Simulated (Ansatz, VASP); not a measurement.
**Co: VASP beside Ansatz**

Contents of INCAR:

```
PREC     = Accurate       # precision mode
ENCUT    = 520            # plane-wave cutoff, eV
EDIFF    = 1E-7           # SCF threshold, eV
ISMEAR   = -1             # smearing method
SIGMA    = 0.05           # smearing width, eV
LREAL    = False          # projectors in reciprocal space
LASPH    = True           # aspherical terms in the spheres
NELM     = 150            # most SCF steps
ALGO     = Normal         # electronic algorithm
ISIF     = 2              # what is computed and relaxed
LWAVE    = False          # write WAVECAR
LCHARG   = False          # write CHGCAR
ISPIN    = 2              # spin polarisation
MAGMOM   = -1.754 -1.754  # initial moments
LORBIT   = 11             # projections on sites
LMAXMIX  = 4              # l up to which the mixer works
GGA      = B5             # functional
ALDAX    = 1.0          
AGGAX    = 1.0          
AGGAC    = 1.0          
ALDAC    = 0.0          
NBANDS   = 20             # bands
```

The input KPOINTS:

```
regular mesh
0
Gamma
  13 13 13
```

The input POSCAR:

```
Co
1.0
    0.0000000000      2.2205006921      2.2205006921
    2.2205006921      0.0000000000      2.2205006921
    2.2205006921      2.2205006921      0.0000000000
Co
2
Direct
    0.0000000000      0.0000000000      0.0000000000
    0.5000000000      0.5000000000      0.5000000000
```

Input for Ansatz:

```yaml
crystal:
  lattice:
    - [0.0, 2.2205006921, 2.2205006921]
    - [2.2205006921, 0.0, 2.2205006921]
    - [2.2205006921, 2.2205006921, 0.0]
  atoms:
    - { symbol: Co, position: [0.0, 0.0, 0.0], spin: -1.754 }
    - { symbol: Co, position: [0.5, 0.5, 0.5], spin: -1.754 }
hamiltonian:
  xc: blyp
  pseudopotentials:
    kind: paw
    azcp:
      Co: "pseudopotentials/Co.paw.azcp"
basis:
  ecutwfc: 420
  fft_grid_basis: typed
kpoints:
  mp_grid: { grid: [13, 13, 13], shift: [0, 0, 0] }
magnetization:
  spin_polarized: true
scf:
  occupations: { method: fermi_dirac, width: 0.05 }
  lower_state_search: "off"
output:
  stress: true
```

Alike in both runs: task single point; functional BLYP; k mesh 13 × 13 × 13; occupations fermi-dirac, width 0.05 eV; collinear spin.

|  | VASP | Ansatz |
| --- | --- | --- |
| version | VASP 6.6.1 | Ansatz 0.2.0 |
| potentials or method | VASP PAW PBE potentials, release 64 (Co), cutoff 520 eV | plane waves (420 eV) with PAW, scalar-relativistic |
| valence electrons in the cell | 18 | 34 |

Ansatz gave:

```
net moment per atom (μB)                                      : 1.48
size of the moment on the site where the two differ most (μB) : 1.47
```

Problem. Estimate VASP's values.

Solution. net moment per atom (μB): 1.47; size of the moment on the site where the two differ most (μB): 1.46.

VASP's potentials were made for PBE, not for BLYP. Site moments also hang on the region over which each program counts them. VASP's potentials hold 18 valence electrons a cell and Ansatz's 34, so a difference there can come from the potentials and not from the codes.
